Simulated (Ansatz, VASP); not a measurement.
**Two plane-wave programs on BaS**

```
CELL_PARAMETERS angstrom
-5.38745 0.02234 0.00066
0.00104 0.00023 -6.44506
0.03873 -9.28271 0.00021
ATOMIC_POSITIONS crystal
Ba 0.00038 0.56308 0.66722
Ba 0.49786 0.56344 0.16706
Ba 0.50133 0.06332 0.83273
Ba 0.00017 0.06340 0.33275
S 0.99995 0.06353 0.66695
S 0.49823 0.06381 0.16682
S 0.50284 0.56344 0.83348
S 0.99924 0.56344 0.33299
```

Change from the starting cell: cell x2, atoms moved at random (sigma 0.1 Å) and cell strained at random (1.5 %), then relaxed without symmetry.

Alike in both runs: functional PBE; k mesh 4 × 2 × 2; occupations gaussian, width 0.1 eV; no spin polarisation.

Ansatz relaxed the structure, and its values are those at the end. VASP's run is a single point on that final structure, the one shown.

```csv
,VASP,Ansatz
version,VASP 6.6.1,Ansatz 0.2.0
potentials or method,"VASP PAW PBE potentials, release 64 (Ba_sv, S), cutoff 520 eV","scalar-relativistic, plane waves, PAW"
valence electrons in the cell,64,64
```

VASP gave:

```
gap on the k mesh at the Fermi level (eV) : 2.53
least direct gap on the mesh (eV)         : 2.66
pressure (GPa)                            : 0.4
rms of the force components (eV/Å)        : 0.007
```

Estimate Ansatz's values.

gap on the k mesh at the Fermi level (eV): 2.61; least direct gap on the mesh (eV): 2.72; pressure (GPa): -0.1; rms of the force components (eV/Å): 0.006.

The k mesh is coarse, so the values compare programs but aren't converged. Neither program's run includes spin-orbit coupling.
